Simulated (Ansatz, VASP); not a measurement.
# CdSe: VASP beside Ansatz

```
Cd Se
1.0
     0.00000    2.87396    2.87396
     2.87396    0.00000    2.87396
     2.87396    2.87396    0.00000
Cd Se
1 1
Direct
  0.00000 0.00000 0.00000
  0.50000 0.50000 0.50000
```

Alike in both runs: task relaxation of cell and atoms; functional PBE0; k mesh 4 × 4 × 4; occupations fermi-dirac, width 0.05 eV; no spin polarisation.

```csv
,VASP,Ansatz
version,VASP 6.6.1,Ansatz 0.2.0
potentials or method,"VASP PAW PBE potentials, release 64 (Cd, Se)",Ansatz PAW
plane-wave cutoff (eV),600,420
valence electrons in the cell,18,36
```

```tsv
	VASP	Ansatz	Ansatz less VASP
gap on the k mesh at the Fermi level, each at its own relaxed structure (eV)	1.11	1.05	-0.054
relaxed volume (Å³/atom)	23.12	23.10	-0.023
relaxed cell length with the largest relative difference (Å)	4.029	4.028	-0.0014
```

VASP's potentials hold 18 valence electrons a cell and Ansatz's 36, so a difference there can come from the potentials and not from the codes.

The k mesh is coarse, so the values compare programs but aren't converged. Noted on Ansatz's run: the plane-wave basis is chosen anew once the cell has moved, so the energies of steps on either side of that aren't comparable.
